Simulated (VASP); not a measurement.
# MgS (I-4m2) in VASP: a series of runs

Runs on MgS. Level: HSE06. Tasks: single point.

Program: VASP 6.6.1. These are calculated values, not measurements. Logs are shortened: lines on timing, memory, paths and dates and some standing lists are left out, and cuts for length are marked.

### 1 The cell of the first run

The structure is tetragonal, space group I-4m2 (No. 119). Conventional cell: a = 4.003 Å, b = 4.003 Å, c = 5.775 Å, α = 90.00°, β = 90.00°, γ = 90.00°. Within 3.3 Å of Mg (site symmetry -4m2) lie 4 S at 2.47 Å. Within 3.3 Å of S (site symmetry -4m2) lie 4 Mg at 2.47 Å.

### 2 Single point, HSE06 (uniaxial z strain +2.0%)

The input, POSCAR:

```
MgS
1.0
    0.0000000000      2.8308768412      2.8874943781
    2.8308768412      0.0000000000      2.8874943781
    2.8308768412      2.8308768412      0.0000000000
Mg S
1 1
Direct
    0.0000000000      0.0000000000      0.0000000000
    0.2500000000      0.2500000000      0.2500000000
```

The input, INCAR.step1:

```
ALGO     = Normal         # electronic algorithm
EDIFF    = 1E-5           # SCF threshold, eV
ENCUT    = 520            # plane-wave cutoff, eV
GGA      = PE             # functional
ISIF     = 2              # what is computed and relaxed
ISMEAR   = 0              # smearing method
LASPH    = True           # aspherical terms in the spheres
LCHARG   = False          # write CHGCAR
LREAL    = False          # projectors in reciprocal space
LWAVE    = True           # write WAVECAR
NBANDS   = 11             # bands
NELM     = 100            # most SCF steps
PREC     = Accurate       # precision mode
SIGMA    = 0.01           # smearing width, eV
```

The input, INCAR.step2:

```
ALGO     = Normal         # electronic algorithm
EDIFF    = 1E-6           # SCF threshold, eV
ENCUT    = 520            # plane-wave cutoff, eV
GGA      = PE             # functional
HFSCREEN = 0.2079         # screening, 1/A
ISIF     = 2              # what is computed and relaxed
ISMEAR   = 0              # smearing method
ISTART   = 1            
LASPH    = True           # aspherical terms in the spheres
LCHARG   = False          # write CHGCAR
LHFCALC  = True           # exact exchange
LREAL    = False          # projectors in reciprocal space
LWAVE    = False          # write WAVECAR
NBANDS   = 11             # bands
NELM     = 100            # most SCF steps
PREC     = Accurate       # precision mode
PRECFOCK = Normal       
SIGMA    = 0.01           # smearing width, eV
```

The input, KPOINTS:

```
k-points
0
Gamma
  6 6 6
```

Potentials or basis: VASP PAW PBE potentials, release 64 (Mg, S).

The run is started by

```bash
$ cat potpaw_PBE.64/Mg/POTCAR potpaw_PBE.64/S/POTCAR > POTCAR
$ cp INCAR.step1 INCAR
$ mpirun -np 1 vasp_std > vasp.out
$ cp INCAR.step2 INCAR
$ mpirun -np 1 vasp_std > vasp.out
```

OUTCAR:

```text
EDIFF = 1E-6
   ENCUT = 520
   GGA = PE
   HFSCREEN = 0.2079
   ISIF = 2
   ISMEAR = 0
   ISTART = 1
   LASPH = True
   LHFCALC = True
   LREAL = False
   NELM = 100
   PREC = Accurate
   PRECFOCK = Normal

 ion  position               nearest neighbor table
   1  0.000  0.000  0.000-   2 2.47   2 2.47   2 2.47   2 2.47
   2  0.250  0.250  0.250-   1 2.47   1 2.47   1 2.47   1 2.47

  LATTYP: Found a body centered tetragonal cell.
 ALAT       =     4.0034644222
 C/A-ratio  =     1.4424978337

  Lattice vectors:

 A1 = (  -2.8308768412,   0.0000000000,   2.8874943781)
 A2 = (   2.8308768412,   0.0000000000,   2.8874943781)
 A3 = (   0.0000000000,   2.8308768412,  -2.8874943781)

Analysis of symmetry for initial positions (statically):
=====================================================================
 Subroutine PRICEL returns:
 Original cell was already a primitive cell.

 Routine SETGRP: Setting up the symmetry group for a
 body centered tetragonal supercell.

 Subroutine GETGRP returns: Found  8 space group operations
 (whereof  8 operations were pure point group operations)
 out of a pool of 16 trial point group operations.

The static configuration has the point symmetry D_2d.

Analysis of symmetry for dynamics (positions and initial velocities):
=====================================================================
 Subroutine PRICEL returns:
 Original cell was already a primitive cell.

 Routine SETGRP: Setting up the symmetry group for a
 body centered tetragonal supercell.

 Subroutine GETGRP returns: Found  8 space group operations
 (whereof  8 operations were pure point group operations)
 out of a pool of 16 trial point group operations.

The dynamic configuration has the point symmetry D_2d.

 Subroutine INISYM returns: Found  8 space group operations
 (whereof  8 operations are pure point group operations),
 and found     1 'primitive' translations

----------------------------------------------------------------------------------------

                                     Primitive cell

  volume of cell :      46.2800

  direct lattice vectors                    reciprocal lattice vectors
     0.000000000  2.830876841  2.887494378    -0.176623721  0.176623721  0.173160510
     2.830876841  0.000000000  2.887494378     0.176623721 -0.176623721  0.173160510
     2.830876841  2.830876841  0.000000000     0.176623721  0.176623721 -0.173160510

  length of vectors
     4.043697253  4.043697253  4.003464422     0.303934927  0.303934927  0.303934927

  position of ions in fractional coordinates (direct lattice)
     0.000000000  0.000000000  0.000000000
     0.250000000  0.250000000  0.250000000

  ion indices of the primitive-cell ions
   primitive index   ion index
                 1           1
                 2           2

----------------------------------------------------------------------------------------

 KPOINTS: k-points

Automatic generation of k-mesh.
 Grid dimensions read from file:
 generate k-points for:    6    6    6

 Generating k-lattice:

  Cartesian coordinates                     Fractional coordinates (reciprocal lattice)
    -0.029437287  0.029437287  0.028860085     0.166666667  0.000000000  0.000000000
     0.029437287 -0.029437287  0.028860085     0.000000000  0.166666667  0.000000000
     0.029437287  0.029437287 -0.028860085    -0.000000000 -0.000000000  0.166666667

  Length of vectors
     0.050655821  0.050655821  0.050655821

  Shift w.r.t. Gamma in fractional coordinates (k-lattice)
     0.000000000  0.000000000  0.000000000

 Subroutine IBZKPT returns following result:
 ===========================================

 Found     30 irreducible k-points:

 Following reciprocal coordinates:
            Coordinates               Weight
  0.000000  0.000000  0.000000      1.000000
  0.166667 -0.000000  0.000000      8.000000
  0.333333  0.000000  0.000000      8.000000
  0.500000 -0.000000  0.000000      4.000000
  0.166667  0.166667  0.000000      2.000000
  0.333333  0.166667  0.000000      8.000000
[... 16 lines left out ...]
  0.333333  0.000000  0.333333      4.000000
  0.500000  0.000000  0.333333     16.000000
 [... further k-points ...]
   k-points           NKPTS =     30   k-points in BZ     NKDIM =    216   number of bands    NBANDS=     11
   number of dos      NEDOS =    301   number of ions     NIONS =      2
   total plane-waves  NPLWV =  27000
   dimension x,y,z NGX =    30 NGY =   30 NGZ =   30
   dimension x,y,z NGXF=    60 NGYF=   60 NGZF=   60
   ions per type =               1   1
   NGX,Y,Z   is equivalent  to a cutoff of  12.33, 12.33, 12.46 a.u.
   NGXF,Y,Z  is equivalent  to a cutoff of  24.67, 24.67, 24.92 a.u.
 SYSTEM =  unknown system
   PREC   = accura    normal or accurate (medium, high low for compatibility)
   ISTART =      1    job   : 0-new  1-cont  2-samecut
   ICHARG =      0    charge: 1-file 2-atom 10-const
   ISPIN  =      1    spin polarized calculation?
   LNONCOLLINEAR =      F non collinear calculations
   LSORBIT =      F    spin-orbit coupling
   LASPH  =      T    aspherical Exc in radial PAW
   ENCUT  =  520.0 eV  38.22 Ry    6.18 a.u.   7.52  7.52  7.44*2*pi/ulx,y,z
   NELM   =    100;   NELMIN=  2; NELMDL=  0     # of ELM steps
   EDIFF  = 0.1E-05   stopping-criterion for ELM
   LREAL  =      F    real-space projection
   EDIFFG = 0.1E-04   stopping-criterion for IOM
   NSW    =      0    number of steps for IOM
   IBRION =     -1    ionic relax: 0-MD 1-quasi-New 2-CG
   NFREE  =      0    steps in history (QN), initial steepest desc. (CG)
   ISIF   =      2    stress and relaxation
   ISYM   =      3    0-nonsym 1-usesym 2-fastsym
   POTIM  = 0.5000    time-step for ionic-motion
   TEBEG  =    0.0;   TEEND  =   0.0 temperature during run
   PSTRESS=    0.0 pullay stress
   NELECT =       8.0000    total number of electrons
   NUPDOWN=      -1.0000    fix difference up-down
   EMIN   =  10.00;   EMAX   =-10.00  energy-range for DOS
   EFERMI =   0.00;   METHOD = LEGACY
   ISMEAR =     0;   SIGMA  =   0.01  broadening in eV -4-tet -1-fermi 0-gaus
   EFERMI_NEDOS =   21; number of points for ismear=-14 and -15
   IALGO  =     38    algorithm
   IMIX   =      1    mixing-type and parameters
     AMIX     =   0.40;   BMIX     =  1.00
     AMIX_MAG =   1.60;   BMIX_MAG =  1.00
  volume/ion in A,a.u.               =      23.14       156.16
  Fermi-wavevector in a.u.,A,eV,Ry     =   0.911956  1.723347 11.315468  0.831663
  Thomas-Fermi vector in A             =   2.036295
   LORBIT       =      0    0 simple, 1 ext, 2 COOP (PROOUT), +10 PAW based schemes
   GGA     = PE    functional components
   LHFCALC =     T    Hartree Fock is set to
   PRECFOCK=normal    Normal, Fast or Accurate (Low or Medium for compatibility)
   ENCUT4O =  -1.0   cutoff for four orbital integrals eV
   NKREDX  =     1    reduce k-point grid by
   NKREDY  =     1    reduce k-point grid by
   NKREDZ  =     1    reduce k-point grid by
   AEXX    =    0.2500 exact exchange contribution
   HFSCREEN=    0.2079 screening length (either q_TF or 0.3 A-1)
   HFSCREENC=   0.2079 screening length for correlation (either q_TF or 0.3 A-1)
   ENCUTFOCK=  -1.0 apply spherical cutoff to Coloumb kernel
   IVDW    =     0    specifies the selected vdW correction
   LEPSILON=     F    determine dielectric tensor
   LRPA    =     F    only Hartree local field effects (RPA)
 non-spin polarized calculation
 Gauss-broadening in eV      SIGMA  =   0.01
  energy-cutoff  :      520.00
  volume of cell :       46.28
 maximum number of plane-waves:      1271
  NGX = 24; NGY = 24; NGZ = 24

 number of electron       8.0000001 magnetization

 Free energy of the ion-electron system (eV)
  ---------------------------------------------------
  ext. energy  EPLUGINS =         0.00000000
  ---------------------------------------------------
  free energy    TOTEN  =        -9.84090288 eV

  energy without entropy =       -9.84090288  energy(sigma->0) =       -9.84090288

 E-fermi :   0.2732     XC(G=0):  -6.9602

 val. band max:        0.2309653076   @ k =   0.0000   0.0000   0.0000
 cond. band min:       4.6161553638   @ k =   0.0000   0.0000   0.0000
 fundamental gap:      4.3851900562
 Fermi energy:         0.2732366030

 k-point     1 :       0.0000    0.0000    0.0000
  band No.  band energies     occupation
      1     -12.1421      2.00000
      2       0.1762      2.00000
      3       0.2310      2.00000
      4       0.2310      2.00000
      5       4.6162      0.00000
      6       9.3278      0.00000
      7       9.3461      0.00000
      8       9.3461      0.00000
      9      12.1815      0.00000
     10      12.5330      0.00000
     11      15.0356      0.00000

 k-point     2 :       0.1667   -0.0000    0.0000
  band No.  band energies     occupation
      1     -11.9818      2.00000
      2      -0.8859      2.00000
      3       0.0893      2.00000
      4       0.1444      2.00000
      5       5.6361      0.00000
      6       9.0571      0.00000
      7       9.5762      0.00000
      8       9.6306      0.00000
      9      11.6126      0.00000
     10      11.8285      0.00000
     11      14.1544      0.00000

 k-point     3 :       0.3333    0.0000    0.0000
  band No.  band energies     occupation
      1     -11.6246      2.00000
      2      -2.4475      2.00000
      3      -0.1038      2.00000
      4      -0.0148      2.00000
      5       6.3753      0.00000
      6       9.2051      0.00000
      7       9.4017      0.00000
      8       9.5398      0.00000
      9      12.6971      0.00000
     10      12.7290      0.00000
     11      13.5119      0.00000
[... 267 lines left out ...]
 k-point    23 :       0.3333    0.0000    0.3333
  band No.  band energies     occupation
      1     -11.4473      2.00000
      2      -2.2066      2.00000
      3      -0.6829      2.00000
      4      -0.6749      2.00000
      5       5.8682      0.00000
      6       7.3270      0.00000
      7      10.7666      0.00000
      8      11.7963      0.00000
      9      12.0803      0.00000
     10      14.1641      0.00000
     11      17.1922      0.00000

 k-point    24 :       0.5000    0.0000    0.3333
  band No.  band energies     occupation
      1     -11.2447      2.00000
      2      -2.5377      2.00000
      3      -1.2468      2.00000
      4      -0.7562      2.00000
      5       5.7971      0.00000
      6       7.6522      0.00000
      7      10.9262      0.00000
      8      11.8604      0.00000
      9      13.2609      0.00000
     10      15.1899      0.00000
     11      16.2017      0.00000

 [... further k-points ...]

------------------------ aborting loop because EDIFF is reached ----------------------------------------

  FORCE on cell =-STRESS in cart. coord.  units (eV):
  Direction    XX          YY          ZZ          XY          YZ          ZX
  --------------------------------------------------------------------------------------
  -------------------------------------------------------------------------------------
  Total       -0.3197907     -0.3197907     -0.4688783      0.0000000      0.0000000      0.0000000
  in kB      -11.0709083    -11.0709083    -16.2322076      0.0000000      0.0000000      0.0000000
  external PRESSURE =     -12.7913414 kB  Pullay stress =       0.0000000 kB

 VOLUME and BASIS-vectors are now :
 -----------------------------------------------------------------------------
  energy-cutoff  :      520.00
  volume of cell :       46.28
      direct lattice vectors                 reciprocal lattice vectors
     0.000000000  2.830876841  2.887494378    -0.176623721  0.176623721  0.173160510
     2.830876841  0.000000000  2.887494378     0.176623721 -0.176623721  0.173160510
     2.830876841  2.830876841  0.000000000     0.176623721  0.176623721 -0.173160510

 POSITION                                       TOTAL-FORCE (eV/Angst)
 -----------------------------------------------------------------------------------
      0.00000      0.00000      0.00000        -0.000000      0.000000     -0.000000
      1.41544      1.41544      1.44375         0.000000     -0.000000      0.000000
 -----------------------------------------------------------------------------------
    total drift:                                0.000000     -0.000000     -0.000000

  FREE ENERGIE OF THE ION-ELECTRON SYSTEM (eV)
  ---------------------------------------------------
  free  energy   TOTEN  =        -9.8409028806 eV

  energy  without entropy=       -9.8409028806  energy(sigma->0) =       -9.84090288
```

Wall time 10 min (1 thread of Intel Xeon Platinum 8488C (Sapphire Rapids), shared host); peak memory 0.29 GiB.

What came out:

```
Free energy            : -9.8409 eV
Pressure               : -1.3 GPa
Band gap on the k mesh : 4.39 eV
```

Levels at points of the mesh, in eV from the valence-band top:
| k point | band 2 | band 3 | band 4 | band 5 | band 6 | band 7 |
| --- | --- | --- | --- | --- | --- | --- |
| (0.00, 0.00, 0.00) | -0.05 | 0.00 | 0.00 | 4.39 | 9.10 | 9.12 |
| (0.50, 0.00, 0.00) | -3.34 | -0.42 | -0.32 | 6.12 | 8.69 | 8.87 |
| (0.50, 0.50, 0.00) | -3.07 | -1.06 | -1.06 | 4.88 | 6.79 | 12.26 |
| (0.50, 0.00, 0.50) | -2.98 | -1.16 | -1.15 | 4.84 | 6.65 | 12.49 |

Caveat: the cell differs from its parent crystal (uniaxial z strain +2.0%); the PAW data sets were made with another functional, which shifts forces and pressure a little. A k mesh can miss the band edges.

### 3 Single point, HSE06 (uniaxial z strain +3.0%)

The input, POSCAR:

```
MgS
1.0
    0.0000000000      2.8308768412      2.9158031465
    2.8308768412      0.0000000000      2.9158031465
    2.8308768412      2.8308768412      0.0000000000
Mg S
1 1
Direct
    0.0000000000      0.0000000000      0.0000000000
    0.2500000000      0.2500000000      0.2500000000
```

The input, INCAR.step1:

```
SYSTEM = MgS
PREC = Accurate
ENCUT = 520
EDIFF = 1E-5
ISMEAR = 0
SIGMA = 0.01
LREAL = .FALSE.
LASPH = .TRUE.
NELM = 100
ALGO = Normal
ISIF = 2
LWAVE = .TRUE.
LCHARG = .FALSE.
NBANDS = 11
GGA = PE
```

The input, INCAR.step2:

```
SYSTEM = MgS
PREC = Accurate
ENCUT = 520
EDIFF = 1E-7
ISMEAR = 0
SIGMA = 0.01
LREAL = .FALSE.
LASPH = .TRUE.
NELM = 100
ALGO = Normal
ISIF = 2
LWAVE = .FALSE.
LCHARG = .FALSE.
GGA = PE
LHFCALC = .TRUE.
HFSCREEN = 0.2079
PRECFOCK = Normal
NBANDS = 11
ISTART = 1
```

The input, KPOINTS:

```
regular mesh
0
G
  6 6 6
  0 0 0
```

Potentials or basis: VASP PAW PBE potentials, release 64 (Mg, S).

The run is started by

```bash
$ cat potpaw_PBE.64/Mg/POTCAR potpaw_PBE.64/S/POTCAR > POTCAR
$ cp INCAR.step1 INCAR
$ mpirun -np 1 vasp_std > vasp.out
$ cp INCAR.step2 INCAR
$ mpirun -np 1 vasp_std > vasp.out
```

It took 11 min on 1 thread of Intel Xeon Platinum 8488C (Sapphire Rapids), shared host; peak memory 0.29 GiB.

It converged, with:

```yaml
Free_energy: -9.8353 eV
Pressure: -1.8 GPa
Band_gap_on_the_k_mesh: 4.32 eV
```

Stress tensor (GPa, compression positive):
```
-1.55  0.00  0.00
 0.00 -1.55  0.00
 0.00  0.00 -2.36
```

Levels at points of the mesh, in eV from the valence-band top:
| k point | band 1 | band 2 | band 3 | band 4 | band 5 | band 6 | band 7 | band 8 |
| --- | --- | --- | --- | --- | --- | --- | --- | --- |
| (0.00, 0.00, 0.00) | -12.35 | -0.08 | 0.00 | 0.00 | 4.32 | 9.05 | 9.08 | 9.08 |
| (0.50, 0.00, 0.00) | -11.64 | -3.31 | -0.46 | -0.30 | 6.07 | 8.62 | 8.90 | 9.67 |
| (0.50, 0.50, 0.00) | -11.45 | -3.08 | -1.02 | -1.02 | 4.89 | 6.82 | 12.07 | 13.56 |
| (0.50, 0.00, 0.50) | -11.40 | -2.95 | -1.18 | -1.16 | 4.82 | 6.60 | 12.41 | 13.13 |

Caveat: the cell differs from its parent crystal (uniaxial z strain +3.0%); the PAW data sets were made with another functional, which shifts forces and pressure a little.

### 4 Single point, HSE06 (uniaxial z strain +4.0%)

The input, POSCAR:

```
MgS
1.0
    0.0000000000      2.8308768412      2.9441119149
    2.8308768412      0.0000000000      2.9441119149
    2.8308768412      2.8308768412      0.0000000000
Mg S
1 1
Direct
    0.0000000000      0.0000000000      0.0000000000
    0.2500000000      0.2500000000      0.2500000000
```

The input, INCAR.step1:

```
SYSTEM = MgS
PREC     = Accurate       ! precision mode
ENCUT    = 520            ! plane-wave cutoff, eV
EDIFF    = 1E-5           ! SCF threshold, eV
ISMEAR   = 0              ! smearing method
SIGMA    = 0.01           ! smearing width, eV
LREAL    = .False.        ! projectors in reciprocal space
LASPH    = .True.         ! aspherical terms in the spheres
NELM     = 80             ! most SCF steps
ALGO     = Normal         ! electronic algorithm
ISIF     = 2              ! what is computed and relaxed
LWAVE    = .True.         ! write WAVECAR
LCHARG   = .False.        ! write CHGCAR
GGA      = PE             ! functional
NBANDS   = 11             ! bands
```

The input, INCAR.step2:

```
SYSTEM = MgS
PREC     = Accurate       ! precision mode
ENCUT    = 520            ! plane-wave cutoff, eV
EDIFF    = 1E-6           ! SCF threshold, eV
ISMEAR   = 0              ! smearing method
SIGMA    = 0.01           ! smearing width, eV
LREAL    = .False.        ! projectors in reciprocal space
LASPH    = .True.         ! aspherical terms in the spheres
NELM     = 80             ! most SCF steps
ALGO     = Normal         ! electronic algorithm
ISIF     = 2              ! what is computed and relaxed
LWAVE    = .False.        ! write WAVECAR
LCHARG   = .False.        ! write CHGCAR
GGA      = PE             ! functional
LHFCALC  = .True.         ! exact exchange
HFSCREEN = 0.2079         ! screening, 1/A
PRECFOCK = Normal       
ISTART   = 1            
NBANDS   = 11             ! bands
```

The input, KPOINTS:

```
regular mesh
0
Gamma
  6 6 6
  0 0 0
```

The run is started by

```bash
$ cat potpaw_PBE.64/Mg/POTCAR potpaw_PBE.64/S/POTCAR > POTCAR
$ cp INCAR.step1 INCAR
$ mpirun -np 1 vasp_std > vasp.out
$ cp INCAR.step2 INCAR
$ mpirun -np 1 vasp_std > vasp.out
```

Wall time 15 min (1 thread of Intel Xeon Platinum 8259CL at 2.50GHz (Skylake/Cascade Lake), shared host); peak memory 0.3 GiB.

Results (log left out):

```yaml
Free_energy: -9.8277 eV
Pressure: -2.3 GPa
Band_gap_on_the_k_mesh: 4.26 eV
```

Stress tensor (GPa, compression positive):
```
-1.96  0.00  0.00
 0.00 -1.96  0.00
 0.00  0.00 -3.08
```

Levels at points of the mesh, in eV from the valence-band top:
```tsv
k point	band 2	band 3	band 4	band 5	band 6	band 7
(0.00, 0.00, 0.00)	-0.11	0.00	0.00	4.26	9.01	9.05
(0.50, 0.00, 0.00)	-3.29	-0.49	-0.28	6.01	8.56	8.92
(0.50, 0.50, 0.00)	-3.09	-0.99	-0.99	4.91	6.84	11.89
(0.50, 0.00, 0.50)	-2.91	-1.19	-1.17	4.81	6.55	12.33
```

Caveat: the cell differs from its parent crystal (uniaxial z strain +4.0%); the PAW data sets were made with another functional, which shifts forces and pressure a little.

[end of part 1 of 2]
